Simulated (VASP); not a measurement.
**Cu: relaxation of cell and atoms with PBEsol**

Crystal: Cu.

```
Cu
1.0
     4.52747    0.00000    0.00000
     0.00000    4.52747    0.00000
     0.00000    0.00000    4.52747
Cu
8
Direct
  0.50000 0.50000 0.50000
  0.00000 0.00000 0.00000
  0.25000 0.00000 0.50000
  0.50000 0.25000 0.00000
  0.50000 0.75000 0.00000
  0.75000 0.00000 0.50000
  0.00000 0.50000 0.75000
  0.00000 0.50000 0.25000
```

```json
{"Program": "VASP 6.6.1", "Task": "relaxation of cell and atoms", "Functional": "PBEsol", "Potentials or basis": "VASP PAW PBE potentials, release 64 (Cu)", "Cutoff": "600 eV", "k mesh": "8 × 8 × 8", "Occupations": "gaussian, width 0.1 eV", "Spin": "no spin polarisation", "Dipole correction": "no", "Further INCAR settings": "ALGO = Fast; EDIFF = 1e-06; IBRION = 2; EDIFFG = -0.01; NSW = 100; ISIF = 3"}
```

```
Relaxed volume                        : 11.66 Å³/atom
Relaxed cell                          : a = 4.535 Å, b = 4.535 Å, c = 4.535 Å, α = 90.00°, β = 90.00°, γ = 90.00°
Space group after relaxing (to 0.1 Å) : Pm-3n (No. 223)
Energy gained by relaxing             : 0.2 meV/atom
Ionic steps                           : 3
Pressure after relaxing               : 0.1 GPa
Band gap on the k mesh                : zero (bands 44 and 45 overlap by 1.75 eV)
```

The path:
```tsv
step	energy change (eV)	largest force (eV/Å)	pressure (GPa)	volume (Å³)
1	0.0000	0.0000	0.89	92.80
2	-0.0006	0.0000	-0.52	93.67
3	-0.0013	0.0000	0.06	93.28
```

Final structure:
```cif
data_structure
_symmetry_space_group_name_H-M 'P 1'
_symmetry_Int_Tables_number 1
_cell_length_a 4.5353
_cell_length_b 4.5353
_cell_length_c 4.5353
_cell_angle_alpha 90.000
_cell_angle_beta 90.000
_cell_angle_gamma 90.000
_cell_volume 93.28
loop_
_atom_site_label
_atom_site_type_symbol
_atom_site_fract_x
_atom_site_fract_y
_atom_site_fract_z
_atom_site_occupancy
Cu1 Cu 0.50000 0.50000 0.50000 1
Cu2 Cu 0.00000 0.00000 0.00000 1
Cu3 Cu 0.25000 0.00000 0.50000 1
Cu4 Cu 0.50000 0.25000 0.00000 1
Cu5 Cu 0.50000 0.75000 0.00000 1
Cu6 Cu 0.75000 0.00000 0.50000 1
Cu7 Cu 0.00000 0.50000 0.75000 1
Cu8 Cu 0.00000 0.50000 0.25000 1
```

Levels at points of the mesh, in eV from the Fermi level:
| k point | band 41 | band 42 | band 43 | band 44 | band 45 | band 46 | band 47 | band 48 |
| --- | --- | --- | --- | --- | --- | --- | --- | --- |
| (0.00, 0.00, 0.00) | -1.68 | -0.16 | -0.16 | -0.16 | 1.08 | 1.08 | 1.26 | 6.54 |
| (0.50, 0.00, 0.00) | -1.45 | -1.45 | 0.71 | 0.71 | 1.01 | 1.01 | 2.84 | 2.84 |
| (0.50, 0.50, 0.00) | -1.69 | -1.57 | -1.57 | -1.38 | 1.08 | 2.66 | 2.66 | 3.47 |
| (0.50, 0.50, 0.50) | -1.05 | -1.05 | -1.05 | -1.05 | -1.05 | -1.05 | -0.83 | -0.83 |

Run time: 3 min on 1 thread of Intel(R) Xeon(R) 6975P-C (Granite Rapids), on a shared host, peak memory 0.3 GiB.

Caveat: the PAW data sets were made with another functional, which shifts forces and pressure a little.
